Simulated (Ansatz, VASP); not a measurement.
## One calculation of Si, two programs

INCAR

```
ALGO = Normal
EDIFF = 1E-6
ENCUT = 520
GGA = PE
ISIF = 2
ISMEAR = 0
LASPH = True
LCHARG = True
LELF = True
LREAL = False
LVHAR = True
LWAVE = False
NBANDS = 11
NELM = 100
PREC = Accurate
SIGMA = 0.05
```

KPOINTS

```
k-points
0
Gamma
  10 10 10
```

The input POSCAR:

```
Si
1.0
    0.0000000000      2.5270039005      2.8186201506
    2.5270039005      0.0000000000      2.8186201506
    2.5270039005      2.5270039005      0.0000000000
Si
2
Direct
    0.5000000000      0.5000000000      0.5000000000
    0.7500000000      0.7500000000      0.7500000000
```

Input for Ansatz:

```yaml
crystal:
  lattice:
    - [0.0, 2.5270039005, 2.8186201506]
    - [2.5270039005, 0.0, 2.8186201506]
    - [2.5270039005, 2.5270039005, 0.0]
  atoms:
    - { symbol: Si, position: [0.5, 0.5, 0.5] }
    - { symbol: Si, position: [0.75, 0.75, 0.75] }
basis:
  ecutwfc: 420
kpoints:
  mp_grid: { grid: [10, 10, 10] }
hamiltonian:
  xc: pbe
  pseudopotentials: { kind: paw, azcp: { folder: soft_1 } }
scf:
  occupations: { method: gaussian, width: 0.05 }
output:
  forces: true
  stress: true
  eigenvalues: true
```

Alike in both runs: task single point; functional PBE; k mesh 10 × 10 × 10; occupations gaussian, width 0.05 eV; no spin polarisation.

```csv
,VASP,Ansatz
version,VASP 6.6.1,Ansatz 0.2.0
potentials or method,"VASP PAW PBE potentials, release 64 (Si), cutoff 520 eV","scalar-relativistic, plane waves, PAW"
valence electrons in the cell,8,8
```

Ansatz gave:

- gap on the k mesh at the Fermi level (eV): none
- pressure (GPa): 14.2
- traceless stress, the component that is largest in VASP (GPa): -8.00

Estimate VASP's values.

gap on the k mesh at the Fermi level (eV): none; pressure (GPa): 14.1; traceless stress, the component that is largest in VASP (GPa): -8.02.

A gap of «none» marks a metal or a gap that the smearing closes.
